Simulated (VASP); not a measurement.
Wanted: the native input for a VASP 6.6.1 run.

```
Task                   : single point
Functional             : PBE
Potentials or basis    : VASP PAW PBE potentials, release 64 (Be, N, O)
Cutoff                 : 520 eV
k mesh                 : 6 × 4 × 1
Occupations            : gaussian, width 0.1 eV
Spin                   : collinear spin, ferromagnetic start
Starting moments       : [0.0, 0.0, 0.0, 0.0, 0.0, 0.0, 0.0, 0.0, 0.0, 0.0, 0.0, 0.0, 0.0, 0.0, 0.0, 0.0, 0.0, 0.0, 0.0, 0.0, 0.0, 0.0, 0.0, 0.0, 1.0, 0.0] μB
Dipole correction      : yes
Further INCAR settings : ALGO = Normal; EDIFF = 1e-06; NBANDS = 52; NELMDL = -8
```

The structure of Be24NO lies in POSCAR:

```
Be24NO
1.0
    4.5254381411      0.0000000000      0.0000000000
    0.0000000000      7.1336190820      0.0000000000
    0.0000000000      0.0000000000     22.3685529248
Be N O
24 1 1
Direct
    0.0000000000      0.3750000000      0.1788224752
    0.0000000000      0.8750000000      0.1788224752
    0.5000000000      0.3750000000      0.1788224752
    0.5000000000      0.8750000000      0.1788224752
    0.2500000000      0.1250000000      0.2080237711
    0.2500000000      0.6250000000      0.2080237711
    0.7500000000      0.1250000000      0.2080237711
    0.7500000000      0.6250000000      0.2080237711
    0.2500000000      0.3750000000      0.2664263628
    0.2500000000      0.8750000000      0.2664263628
    0.7500000000      0.3750000000      0.2664263628
    0.7500000000      0.8750000000      0.2664263628
    0.0000000000      0.1250000000      0.2903069137
    0.0000000000      0.6250000000      0.2903069137
    0.5000000000      0.1250000000      0.2903069137
    0.5000000000      0.6250000000      0.2903069137
    0.0000000000      0.3750000000      0.3546814205
    0.0000000000      0.8750000000      0.3546814205
    0.5000000000      0.3750000000      0.3546814205
    0.5000000000      0.8750000000      0.3546814205
    0.2500000000      0.1250000000      0.3741213369
    0.2500000000      0.6250000000      0.3741213369
    0.7500000000      0.1250000000      0.3741213369
    0.7500000000      0.6250000000      0.3741213369
    0.7500000000      0.4583333333      0.4447562146
    0.8487676923      0.5571010257      0.4820579571
```

The input as run:

INCAR

```
PREC = Accurate
ENCUT = 520
EDIFF = 1E-6
ISMEAR = 0
SIGMA = 0.1
LREAL = False
LASPH = True
NELM = 200
ALGO = Normal
ISIF = 2
LWAVE = False
LCHARG = True
ISPIN = 2
MAGMOM = 0 0 0 0 0 0 0 0 0 0 0 0 0 0 0 0 0 0 0 0 0 0 0 0 1 0
LORBIT = 11
LDIPOL = True
IDIPOL = 3
DIPOL = 0.5 0.5 0.293
GGA = PE
LVHAR = True
LVACPOTAV = True
NBANDS = 52
GGA_COMPAT = False
NELMDL = -8
KPAR = 4
```

KPOINTS

```
regular mesh
0
Gamma
  6 4 1
```

Potentials or basis: VASP PAW PBE potentials, release 64 (Be, N, O).

Launch:

```bash
$ cat potpaw_PBE.64/Be/POTCAR potpaw_PBE.64/N/POTCAR potpaw_PBE.64/O/POTCAR > POTCAR
$ mpirun -np 4 vasp_std > vasp.out
```

It gave:

* Largest force: 2.178 eV/Å
* Net moment: 0.00 μB per cell
* Valence electrons inside the program's atomic spheres: Be 1.02, 1.01, 1.16, 1.18, 1.17, 1.21, 1.14, 1.15, 1.11, 1.08; N 3.68; O 5.08

Caveat: the standard files for N, O and F lose accuracy on very short bonds.

Wall time 11 min on 4 MPI ranks on AMD EPYC 9R45 96-Core Processor (Zen 5) (shared host), peak memory 1.4 GiB a rank.
